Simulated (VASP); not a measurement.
Here is a VASP 6.6.1 calculation.

The input POSCAR:

```
Li
1.0
    0.0000000000      2.2020000000      2.2020000000
    2.2020000000      0.0000000000      2.2020000000
    2.2020000000      2.2020000000      0.0000000000
Li
1
Direct
    0.0000000000      0.0000000000      0.0000000000
```

File INCAR.step1:

```
SYSTEM = Li
PREC = Accurate
ENCUT = 650
EDIFF = 1E-5
ISMEAR = 0
SIGMA = 0.025
LREAL = .False.
LASPH = .True.
NELM = 120
ALGO = Normal
ISIF = 2
LWAVE = .True.
LCHARG = .False.
GGA = PE
NBANDS = 8
GGA_COMPAT = .False.
```

The input INCAR.step2:

```
SYSTEM = Li
PREC = Accurate
ENCUT = 650
EDIFF = 1E-6
ISMEAR = 0
SIGMA = 0.025
LREAL = .False.
LASPH = .True.
NELM = 120
ALGO = Normal
ISIF = 2
LWAVE = .False.
LCHARG = .False.
GGA = PE
LHFCALC = .True.
AEXX = 0.25
PRECFOCK = Normal
IVDW = 12
ISTART = 1
NBANDS = 8
GGA_COMPAT = .False.
```

The input KPOINTS:

```
Automatic mesh
0
Gamma
  7 7 7
  0 0 0
```

Potentials or basis: VASP PAW PBE potentials, release 64 (Li_sv).

Launch:

```console
$ cat potpaw_PBE.64/Li_sv/POTCAR > POTCAR
$ cp INCAR.step1 INCAR
$ mpirun -np 1 vasp_std > vasp.out
$ cp INCAR.step2 INCAR
$ mpirun -np 1 vasp_std > vasp.out
```

(1) Estimate the band gap on the k mesh.

(2) Estimate the dispersion energy per atom.

(3) Predict the pressure.

Answers

(1) zero (an odd number of electrons rules out a gap without spin polarisation).

(2) -0.171 eV.

(3) -2.0 GPa.

Caveat: the PAW data sets were made with another functional, which shifts forces and pressure a little.
